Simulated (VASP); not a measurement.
Set up this calculation in VASP 6.6.1, as the native input.

```
Task                   : single point
Functional             : PBE
Potentials or basis    : VASP PAW PBE potentials, release 64 (Au, Cu)
Cutoff                 : 520 eV
k mesh                 : 9 × 9 × 7
Occupations            : fermi-dirac, width 0.05 eV
Spin                   : no spin polarisation
Dipole correction      : no
Further INCAR settings : ALGO = Normal; EDIFF = 1e-06; NBANDS = 18
```

The structure of CuAu lies in POSCAR:

```
CuAu
1.0
    2.8477372423      0.0000000000      0.0000000000
    0.0000000000      2.8477372423      0.0000000000
    0.0000000000      0.0000000000      3.7334924031
Au Cu
1 1
Direct
    0.0000000000      0.0000000000      0.0000000000
    0.5000000000      0.5000000000      0.5000000000
```

One way to write it, as run:

INCAR

```
SYSTEM = CuAu
PREC = Accurate ; ENCUT = 520
EDIFF = 1E-6 ; ISMEAR = -1
SIGMA = 0.05 ; LREAL = .FALSE.
LASPH = .TRUE. ; NELM = 80
ALGO = Normal ; ISIF = 2
LWAVE = .FALSE. ; LCHARG = .TRUE.
GGA = PE ; LELF = .TRUE.
LVHAR = .TRUE. ; NBANDS = 18
```

KPOINTS

```
Automatic mesh
0
G
  9 9 7
  0 0 0
```

Potentials or basis: VASP PAW PBE potentials, release 64 (Au, Cu).

The run is started by

```bash
$ cat potpaw_PBE.64/Au/POTCAR potpaw_PBE.64/Cu/POTCAR > POTCAR
$ mpirun -np 1 vasp_std > vasp.out
```

It gave:

* Pressure: -1.4 GPa
* Band gap on the k mesh: zero (band 11 reaches 11.51 eV, above the bottom of band 12 at 6.28 eV)

Caveat: spin-orbit coupling is left out, which moves the levels of the heavy elements.

Wall time 31 s on 1 thread of AMD EPYC 7R43 64-Core Processor (Zen 3) (shared host), peak memory 0.13 GiB.
